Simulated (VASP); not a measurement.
# HC6 in VASP: notebook

The runs below take HC6 through single point, with LDA.

Everything below comes from runs of VASP 6.6.1. Logs are shortened: lines on timing, memory, paths and dates and some standing lists are left out, and cuts for length are marked.

## Step 1: The cell of the first run

The cell holds a wire or tube with vacuum around it, 14 atoms: a = 4.889 Å, b = 8.869 Å, c = 22.747 Å, α = 90.00°, β = 90.00°, γ = 97.92°.

## Step 2: Single point, LDA

The input, INCAR:

```
ALGO = Normal
DIPOL = 0.5 0.5 0.305
EDIFF = 1E-7
ENCUT = 520
IDIPOL = 3
ISIF = 2
ISMEAR = 0
LASPH = True
LCHARG = False
LDIPOL = True
LREAL = False
LWAVE = False
NBANDS = 38
NELM = 100
PREC = Accurate
SIGMA = 0.1
```

The input, KPOINTS:

```
k-points
0
Gamma
  6 3 1
```

The input, POSCAR:

```
HC6
1.0
    4.8889075235      0.0000000000      0.0000000000
   -1.2222268809      8.7842777898      0.0000000000
    0.0000000000      0.0000000000     22.7472999250
C H
12 2
Direct
    0.0193593843      0.0774375370      0.1758450459
    0.5193593842      0.0774375370      0.1758450459
    0.2741992303      0.0967969212      0.2059521363
    0.7741992303      0.0967969212      0.2059521363
    0.2838789224      0.1355156897      0.2661663168
    0.7838789224      0.1355156897      0.2661663168
    0.0386178296      0.1544718076      0.2954947895
    0.5386178296      0.1544718076      0.2954947895
    0.0488209147      0.1952857701      0.3583563417
    0.5488209147      0.1952857701      0.3583563417
    0.3031079910      0.2124325380      0.3845423393
    0.8031079910      0.2124325380      0.3845423393
    0.0488209147      0.1434755077      0.4465277179
    0.0488209147      0.2470960325      0.4465277179
```

Potentials or basis: VASP PAW LDA potentials, release 64 (C, H).

On the command line:

```bash
$ cat potpaw_LDA.64/C/POTCAR potpaw_LDA.64/H/POTCAR > POTCAR
$ mpirun -np 1 vasp_std > vasp.out
```

OUTCAR:

```text
EDIFF = 1E-7
   ENCUT = 520
   ISIF = 2
   ISMEAR = 0
   LASPH = True
   LREAL = False
   NELM = 100
   PREC = Accurate

 ion  position               nearest neighbor table
   1  0.019  0.077  0.176-   3 1.41   4 1.41
   2  0.519  0.077  0.176-   3 1.41   4 1.41
   3  0.274  0.097  0.206-   5 1.41   1 1.41   2 1.41
   4  0.774  0.097  0.206-   6 1.41   2 1.41   1 1.41
   5  0.284  0.136  0.266-   8 1.40   7 1.40   3 1.41
   6  0.784  0.136  0.266-   7 1.40   8 1.40   4 1.41
   7  0.039  0.154  0.295-   6 1.40   5 1.40   9 1.47
   8  0.539  0.154  0.295-   5 1.40   6 1.40  10 1.47
   9  0.049  0.195  0.358-  12 1.37  11 1.37   7 1.47
  10  0.549  0.195  0.358-  11 1.37  12 1.37   8 1.47
  11  0.303  0.212  0.385-  10 1.37   9 1.37
  12  0.803  0.212  0.385-   9 1.37  10 1.37
  13  0.049  0.143  0.447-
  14  0.049  0.247  0.447-

  LATTYP: Found a simple monoclinic cell.
 ALAT       =     4.8889075235
 B/A-ratio  =     4.6528390680
 C/A-ratio  =     1.8140861245
 COS(beta)  =    -0.1378104361

  Lattice vectors:

 A1 = (   4.8889075235,   0.0000000000,   0.0000000000)
 A2 = (   0.0000000000,   0.0000000000, -22.7472999250)
 A3 = (  -1.2222268809,   8.7842777898,   0.0000000000)

Analysis of symmetry for initial positions (statically):
=====================================================================
 Subroutine PRICEL returns:
 Original cell was already a primitive cell.

 Routine SETGRP: Setting up the symmetry group for a
 simple monoclinic supercell.

 Subroutine GETGRP returns: Found  1 space group operations
 (whereof  1 operations were pure point group operations)
 out of a pool of  4 trial point group operations.

The static configuration has the point symmetry C_1 .

Analysis of symmetry for dynamics (positions and initial velocities):
=====================================================================
 Subroutine PRICEL returns:
 Original cell was already a primitive cell.

 Routine SETGRP: Setting up the symmetry group for a
 simple monoclinic supercell.

 Subroutine GETGRP returns: Found  1 space group operations
 (whereof  1 operations were pure point group operations)
 out of a pool of  4 trial point group operations.

The dynamic configuration has the point symmetry C_1 .

 Subroutine INISYM returns: Found  1 space group operations
 (whereof  1 operations are pure point group operations),
 and found     1 'primitive' translations

----------------------------------------------------------------------------------------

                                     Primitive cell

  volume of cell :     976.8947

  direct lattice vectors                    reciprocal lattice vectors
     4.888907524  0.000000000  0.000000000     0.204544675  0.028459938  0.000000000
    -1.222226881  8.784277790  0.000000000     0.000000000  0.113839751  0.000000000
     0.000000000  0.000000000 22.747299925     0.000000000  0.000000000  0.043961261

  length of vectors
     4.888907524  8.868899302 22.747299925     0.206515113  0.113839751  0.043961261

  position of ions in fractional coordinates (direct lattice)
     0.019359384  0.077437537  0.175845046
     0.519359384  0.077437537  0.175845046
     0.274199230  0.096796921  0.205952136
     0.774199230  0.096796921  0.205952136
     0.283878922  0.135515690  0.266166317
     0.783878922  0.135515690  0.266166317
     0.038617830  0.154471808  0.295494789
     0.538617830  0.154471808  0.295494789
     0.048820915  0.195285770  0.358356342
     0.548820915  0.195285770  0.358356342
     0.303107991  0.212432538  0.384542339
     0.803107991  0.212432538  0.384542339
     0.048820915  0.143475508  0.446527718
     0.048820915  0.247096032  0.446527718

  ion indices of the primitive-cell ions
   primitive index   ion index
                 1           1
                 2           2
                 3           3
                 4           4
                 5           5
                 6           6
                 7           7
                 8           8
                 9           9
                10          10
                11          11
                12          12
                13          13
                14          14

----------------------------------------------------------------------------------------

 KPOINTS: k-points

Automatic generation of k-mesh.
 Grid dimensions read from file:
 generate k-points for:    6    3    1

 Generating k-lattice:

  Cartesian coordinates                     Fractional coordinates (reciprocal lattice)
     0.034090779  0.004743323  0.000000000     0.166666667  0.000000000  0.000000000
     0.000000000  0.037946584  0.000000000     0.000000000  0.333333333  0.000000000
     0.000000000  0.000000000  0.043961261     0.000000000  0.000000000  1.000000000

  Length of vectors
     0.034419186  0.037946584  0.043961261

  Shift w.r.t. Gamma in fractional coordinates (k-lattice)
     0.000000000  0.000000000  0.000000000

 Subroutine IBZKPT returns following result:
 ===========================================

 Found     10 irreducible k-points:

 Following reciprocal coordinates:
            Coordinates               Weight
  0.000000  0.000000  0.000000      1.000000
  0.166667 -0.000000  0.000000      2.000000
  0.333333 -0.000000  0.000000      2.000000
  0.500000  0.000000  0.000000      1.000000
  0.000000  0.333333  0.000000      2.000000
  0.166667  0.333333  0.000000      2.000000
  0.333333  0.333333  0.000000      2.000000
  0.500000  0.333333  0.000000      2.000000
 -0.333333  0.333333  0.000000      2.000000
 -0.166667  0.333333  0.000000      2.000000
   k-points           NKPTS =     10   k-points in BZ     NKDIM =     10   number of bands    NBANDS=     38
   number of dos      NEDOS =    301   number of ions     NIONS =     14
   total plane-waves  NPLWV = 453600
   dimension x,y,z NGX =    36 NGY =   70 NGZ =  180
   dimension x,y,z NGXF=    72 NGYF=  140 NGZF=  360
   ions per type =              12   2
   NGX,Y,Z   is equivalent  to a cutoff of  12.24, 13.12, 13.16 a.u.
   NGXF,Y,Z  is equivalent  to a cutoff of  24.48, 26.24, 26.31 a.u.
 SYSTEM =  unknown system
   PREC   = accura    normal or accurate (medium, high low for compatibility)
   ISTART =      0    job   : 0-new  1-cont  2-samecut
   ICHARG =      2    charge: 1-file 2-atom 10-const
   ISPIN  =      1    spin polarized calculation?
   LNONCOLLINEAR =      F non collinear calculations
   LSORBIT =      F    spin-orbit coupling
   LASPH  =      T    aspherical Exc in radial PAW
   ENCUT  =  520.0 eV  38.22 Ry    6.18 a.u.   9.09 16.49 42.29*2*pi/ulx,y,z
   NELM   =    100;   NELMIN=  2; NELMDL= -5     # of ELM steps
   EDIFF  = 0.1E-06   stopping-criterion for ELM
   LREAL  =      F    real-space projection
   EDIFFG = 0.1E-05   stopping-criterion for IOM
   NSW    =      0    number of steps for IOM
   IBRION =     -1    ionic relax: 0-MD 1-quasi-New 2-CG
   NFREE  =      0    steps in history (QN), initial steepest desc. (CG)
   ISIF   =      2    stress and relaxation
   ISYM   =      2    0-nonsym 1-usesym 2-fastsym
   POTIM  = 0.5000    time-step for ionic-motion
   TEBEG  =    0.0;   TEEND  =   0.0 temperature during run
   PSTRESS=    0.0 pullay stress
   NELECT =      50.0000    total number of electrons
   NUPDOWN=      -1.0000    fix difference up-down
   EMIN   =  10.00;   EMAX   =-10.00  energy-range for DOS
   EFERMI =   0.00;   METHOD = LEGACY
   ISMEAR =     0;   SIGMA  =   0.10  broadening in eV -4-tet -1-fermi 0-gaus
   EFERMI_NEDOS =   21; number of points for ismear=-14 and -15
   IALGO  =     38    algorithm
   IMIX   =      4    mixing-type and parameters
     AMIX     =   0.40;   BMIX     =  1.00
     AMIX_MAG =   1.60;   BMIX_MAG =  1.00
  volume/ion in A,a.u.               =      69.78       470.89
  Fermi-wavevector in a.u.,A,eV,Ry     =   0.607830  1.148632  5.026775  0.369458
  Thomas-Fermi vector in A             =   1.662436
   LORBIT       =      0    0 simple, 1 ext, 2 COOP (PROOUT), +10 PAW based schemes
   GGA     = CA    functional components
   LHFCALC =     F    Hartree Fock is set to
   AEXX    =    0.0000 exact exchange contribution
   IVDW    =     0    specifies the selected vdW correction
   LEPSILON=     F    determine dielectric tensor
   LRPA    =     F    only Hartree local field effects (RPA)
 non-spin polarized calculation
 Gauss-broadening in eV      SIGMA  =   0.10
  energy-cutoff  :      520.00
  volume of cell :      976.89
 maximum number of plane-waves:     26370
   NGX = 19   NGY = 33   NGZ = 85

 dipolmoment           0.000000      0.000000      0.188102 electrons x Angstroem

 number of electron      49.9999997 magnetization

 dipolmoment           0.000000      0.000000     -0.375750 electrons x Angstroem

 Free energy of the ion-electron system (eV)
  ---------------------------------------------------
  ext. energy  EPLUGINS =         0.00000000
  ---------------------------------------------------
  free energy    TOTEN  =      -114.01409387 eV

  energy without entropy =     -113.92892149  energy(sigma->0) =     -113.97150768

 E-fermi :  -4.3449     XC(G=0):  -1.9121

 val. band max:       -4.3586575010   @ k =   0.5000   0.3333   0.0000
 cond. band min:      -4.3273226292   @ k =   0.5000   0.0000   0.0000
 fundamental gap:      0.0313348718
 Fermi energy:        -4.3448929339

 k-point     1 :       0.0000    0.0000    0.0000
  band No.  band energies     occupation
      1     -23.1485      2.00000
      2     -21.5242      2.00000
      3     -19.0929      2.00000
      4     -18.9211      2.00000
      5     -18.8929      2.00000
      6     -17.3813      2.00000
[... 389 lines left out ...]
     36       1.3850      0.00000
     37       1.5788      0.00000
 [bands above 37 left out]

------------------------ aborting loop because EDIFF is reached ----------------------------------------

 vacuum level on the upper side and lower side of the slab       (xc-potential included)        -0.800         0.748

  FORCE on cell =-STRESS in cart. coord.  units (eV):
  Direction    XX          YY          ZZ          XY          YZ          ZX
  --------------------------------------------------------------------------------------
  -------------------------------------------------------------------------------------
  Total        0.7090139     -1.7939639      2.0799212     -0.2491830      0.4579289     -0.0876670
  in kB        1.1628337     -2.9422295      3.4112200     -0.4086780      0.7510363     -0.1437801
  external PRESSURE =       0.5439414 kB  Pullay stress =       0.0000000 kB

 VOLUME and BASIS-vectors are now :
 -----------------------------------------------------------------------------
  energy-cutoff  :      520.00
  volume of cell :      976.89
      direct lattice vectors                 reciprocal lattice vectors
     4.888907524  0.000000000  0.000000000     0.204544675  0.028459938  0.000000000
    -1.222226881  8.784277790  0.000000000     0.000000000  0.113839751  0.000000000
     0.000000000  0.000000000 22.747299925     0.000000000  0.000000000  0.043961261

 POSITION                                       TOTAL-FORCE (eV/Angst)
 -----------------------------------------------------------------------------------
      0.00000      0.68023      4.00000        -0.003532      0.364822      1.749731
      2.44445      0.68023      4.00000         0.004737      0.504875      1.646365
      1.22223      0.85029      4.68486         0.046695     -0.795540     -3.038594
      3.66668      0.85029      4.68486        -0.048602     -0.805881     -3.044653
      1.22223      1.19041      6.05457         0.115949      0.234853      1.045372
      3.66668      1.19041      6.05457        -0.113601      0.253934      1.057829
     -0.00000      1.35692      6.72171         0.004940      0.609743      0.787498
      2.44445      1.35692      6.72171        -0.004033      0.199578      0.423303
     -0.00000      1.71544      8.15164        -0.015811     -0.170077     -1.968300
      2.44445      1.71544      8.15164         0.030281     -0.222305     -0.654816
      1.22223      1.86607      8.74730        -0.614506     -0.530590      0.910102
      3.66668      1.86607      8.74730         0.648764     -0.217987      0.972003
      0.06332      1.26033     10.15730         0.251569      1.974378      0.103057
     -0.06333      2.17056     10.15730        -0.302850     -1.399801      0.011103
 -----------------------------------------------------------------------------------
    total drift:                                0.000557      0.000372     -0.000231

  FREE ENERGIE OF THE ION-ELECTRON SYSTEM (eV)
  ---------------------------------------------------
  free  energy   TOTEN  =      -114.0140938739 eV

  energy  without entropy=     -113.9289214854  energy(sigma->0) =     -113.97150768

 vacuum level on the upper side and lower side of the slab         0.389         1.973
```

Run time: 19 min. Hardware: 1 thread of Oxide Virtual Turin-like, shared host; peak memory 0.76 GiB.

What came out:

* Free energy: -114.0141 eV
* Largest force: 3.150 eV/Å
* Band gap on the k mesh: 0.03 eV

Forces in eV/Å, atoms in the order of the input:
```
C   -0.004  0.365  1.750
C    0.005  0.505  1.646
C    0.047 -0.796 -3.039
C   -0.049 -0.806 -3.045
C    0.116  0.235  1.045
C   -0.114  0.254  1.058
C    0.005  0.610  0.787
C   -0.004  0.200  0.423
C   -0.016 -0.170 -1.968
C    0.030 -0.222 -0.655
C   -0.615 -0.531  0.910
C    0.649 -0.218  0.972
H    0.252  1.974  0.103
H   -0.303 -1.400  0.011
```

Levels at points of the mesh, in eV from the valence-band top:
```tsv
k point	band 22	band 23	band 24	band 25	band 26	band 27	band 28	band 29
(0.00, 0.00, 0.00)	-2.25	-1.45	-0.20	-0.07	0.04	0.83	1.18	2.17
(0.50, 0.00, 0.00)	-1.91	-1.85	-1.00	0.00	0.03	0.90	2.74	2.82
```

## Step 3: Single point, LDA

The input, INCAR:

```
SYSTEM = HC6
PREC = Accurate ; ENCUT = 520
EDIFF = 1E-7 ; ISMEAR = 0
SIGMA = 0.1 ; LREAL = .False.
LASPH = .True. ; NELM = 100
ALGO = Normal ; ISIF = 2
LWAVE = .False. ; LCHARG = .True.
LDIPOL = .True. ; IDIPOL = 3
DIPOL = 0.5 0.5 0.309 ; GGA = CA
LELF = .True. ; LVHAR = .True.
LVACPOTAV = .True. ; NBANDS = 38
```

The input, KPOINTS:

```
regular mesh
0
Gamma
  6 3 1
  0 0 0
```

POSCAR: that of step 2 with these lines changed.

```diff
@@ -20,3 +20,3 @@
     0.8031079910      0.2124325380      0.3845423393
-    0.0488209147      0.1434755077      0.4465277179
-    0.0488209147      0.2470960325      0.4465277179
+    0.0488209147      0.1434755077      0.4746629253
+    0.0488209147      0.2470960325      0.4746629253
```

Potentials or basis: VASP PAW LDA potentials, release 64 (C, H).

On the command line:

```bash
$ cat potpaw_LDA.64/C/POTCAR potpaw_LDA.64/H/POTCAR > POTCAR
$ mpirun -np 1 vasp_std > vasp.out
```

It took 22 min on 1 thread of Oxide Virtual Turin-like, shared host; peak memory 0.75 GiB.

The run converged. Its results:

- Free energy: -113.7770 eV
- Largest force: 3.215 eV/Å
- Band gap on the k mesh: 0.05 eV (least direct gap 0.07 eV)

Forces in eV/Å, atoms in the order of the input:
```
C   -0.003  0.382  1.604
C    0.002  0.408  1.527
C    0.055 -0.794 -3.115
C   -0.055 -0.795 -3.113
C    0.147  0.333  1.353
C   -0.147  0.336  1.358
C    0.003  0.192  0.315
C   -0.002  0.031  0.039
C    0.000  0.133  0.402
C    0.001 -0.186 -0.850
C    0.446 -0.109  0.443
C   -0.435 -0.029  0.486
H   -0.267  2.739 -0.149
H    0.255 -2.640 -0.300
```

Levels at points of the mesh, in eV from the valence-band top:
```tsv
k point	band 23	band 24	band 25	band 26	band 27	band 28
(0.00, 0.00, 0.00)	-0.76	-0.24	-0.17	0.23	0.74	0.86
(0.50, 0.00, 0.00)	-1.81	-0.37	0.00	0.07	0.24	2.83
```

## Step 4: Single point, LDA

The input, INCAR:

```
SYSTEM = HC6
PREC = Accurate
ENCUT = 520
EDIFF = 1E-6
ISMEAR = 0
SIGMA = 0.1
LREAL = .False.
LASPH = .True.
NELM = 100
ALGO = Normal
ISIF = 2
LWAVE = .False.
LCHARG = .True.
LDIPOL = .True.
IDIPOL = 3
DIPOL = 0.5 0.5 0.307
LELF = .True.
LVHAR = .True.
LVACPOTAV = .True.
NBANDS = 38
```

KPOINTS is that of step 3.

POSCAR: that of step 3 with these lines changed.

```diff
@@ -20,3 +20,3 @@
     0.8031079910      0.2124325380      0.3845423393
-    0.0488209147      0.1434755077      0.4746629253
-    0.0488209147      0.2470960325      0.4746629253
+    0.0488209147      0.1110024814      0.4605953216
+    0.0488209147      0.2795690587      0.4605953216
```

Potentials or basis: VASP PAW LDA potentials, release 64 (C, H).

On the command line:

```bash
$ cat potpaw_LDA.64/C/POTCAR potpaw_LDA.64/H/POTCAR > POTCAR
$ mpirun -np 1 vasp_std > vasp.out
```

OUTCAR:

```text
SYSTEM = HC6
   PREC = Accurate
   ENCUT = 520
   EDIFF = 1E-6
   ISMEAR = 0
   LREAL = .False.
   LASPH = .True.
   NELM = 100
   ISIF = 2

 ion  position               nearest neighbor table
   1  0.019  0.077  0.176-   3 1.41   4 1.41
   2  0.519  0.077  0.176-   3 1.41   4 1.41
   3  0.274  0.097  0.206-   5 1.41   1 1.41   2 1.41
   4  0.774  0.097  0.206-   6 1.41   2 1.41   1 1.41
   5  0.284  0.136  0.266-   8 1.40   7 1.40   3 1.41
   6  0.784  0.136  0.266-   7 1.40   8 1.40   4 1.41
   7  0.039  0.154  0.295-   6 1.40   5 1.40   9 1.47
[... 628 lines left out ...]
  volume of cell :      976.89
      direct lattice vectors                 reciprocal lattice vectors
     4.888907524  0.000000000  0.000000000     0.204544675  0.028459938  0.000000000
    -1.222226881  8.784277790  0.000000000     0.000000000  0.113839751  0.000000000
     0.000000000  0.000000000 22.747299925     0.000000000  0.000000000  0.043961261

 POSITION                                       TOTAL-FORCE (eV/Angst)
 -----------------------------------------------------------------------------------
      0.00000      0.68023      4.00000        -0.020632      0.357332      1.683264
      2.44445      0.68023      4.00000         0.022982      0.505781      1.586229
      1.22223      0.85029      4.68486         0.054480     -0.796713     -3.033992
      3.66668      0.85029      4.68486        -0.058028     -0.818189     -3.047939
      1.22223      1.19041      6.05457         0.169864      0.245506      1.123170
      3.66668      1.19041      6.05457        -0.166449      0.295443      1.168688
     -0.00000      1.35692      6.72171         0.015830      0.439040      0.693168
      2.44445      1.35692      6.72171        -0.010533      0.115405      0.268524
     -0.00000      1.71544      8.15164        -0.031665     -0.156438     -0.703788
      2.44445      1.71544      8.15164         0.037138     -0.213874     -0.876821
      1.22223      1.86607      8.74730        -0.084733     -0.410278      1.186555
      3.66668      1.86607      8.74730         0.188566      0.294592      1.410278
      0.10301      0.97508     10.47730         0.196091      3.202201     -0.468411
     -0.10302      2.45581     10.47730        -0.312912     -3.059808     -0.988925
 -----------------------------------------------------------------------------------
    total drift:                                0.000560      0.000389     -0.000033

  FREE ENERGIE OF THE ION-ELECTRON SYSTEM (eV)
  ---------------------------------------------------
  free  energy   TOTEN  =      -112.0177156988 eV

  energy  without entropy=     -111.9432632590  energy(sigma->0) =     -111.98048948

 vacuum level on the upper side and lower side of the slab         0.433         2.005
```

Run time: 26 min. Hardware: 1 thread of Oxide Virtual Turin-like, shared host; peak memory 0.76 GiB.

Results:

| Property | Result |
| --- | --- |
| Free energy | -112.0177 eV |
| Largest force | 3.242 eV/Å |
| Band gap on the k mesh | 0.04 eV |

Forces on the atoms (eV/Å):
```
C   -0.021  0.357  1.683
C    0.023  0.506  1.586
C    0.054 -0.797 -3.034
C   -0.058 -0.818 -3.048
C    0.170  0.246  1.123
C   -0.166  0.295  1.169
C    0.016  0.439  0.693
C   -0.011  0.115  0.269
C   -0.032 -0.156 -0.704
C    0.037 -0.214 -0.877
C   -0.085 -0.410  1.187
C    0.189  0.295  1.410
H    0.196  3.202 -0.468
H   -0.313 -3.060 -0.989
```

## Step 5: The runs side by side

```tsv
cell	gap on the mesh (eV)	largest force (eV/Å)
as given, atomic positions A	0.03	3.15
as given, atomic positions B	0.05	3.22
as given, atomic positions C	0.04	3.24
```

Alike in all rows: task single point; level LDA; potentials or basis VASP PAW LDA potentials, release 64 (C, H); no spin polarisation; k mesh 6 × 3 × 1; cutoff (eV) 520; smearing gaussian 0.1 eV.

Total energies depend on the potentials used, so only differences within one code and one set of settings carry meaning.
